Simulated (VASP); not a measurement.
Input of a VASP 6.6.1 run:

INCAR

```
PREC = Accurate
ENCUT = 520
EDIFF = 1E-7
ISMEAR = -1
SIGMA = 0.05
LREAL = False
LASPH = True
NELM = 150
ALGO = Normal
ISIF = 2
LWAVE = False
LCHARG = True
ISPIN = 2
MAGMOM = 1 0
LORBIT = 11
LMAXMIX = 4
GGA = PS
LELF = True
LVHAR = True
NBANDS = 19
```

File KPOINTS:

```
regular mesh
0
Gamma
  11 11 11
```

POSCAR

```
NiO
1.0
    0.0000000000      1.9794606636      1.9794606636
    1.9794606636      0.0000000000      1.9794606636
    1.9794606636      1.9794606636      0.0000000000
Ni O
1 1
Direct
    0.0000000000      0.0000000000      0.0000000000
    0.5000000000      0.5000000000      0.5000000000
```

Potentials or basis: VASP PAW PBE potentials, release 64 (Ni, O).

Command:

```bash
$ cat potpaw_PBE.64/Ni/POTCAR potpaw_PBE.64/O/POTCAR > POTCAR
$ mpirun -np 1 vasp_std > vasp.out
```

(1) Estimate the pressure.

(2) Estimate the net moment.

(3) What does it give for the site moments?

Answers

(1) 30.6 GPa.

(2) 0.37 μB per cell.

(3) Ni +0.31; O +0.05 μB.

Caveat: the PAW data sets were made with another functional, which shifts forces and pressure a little.
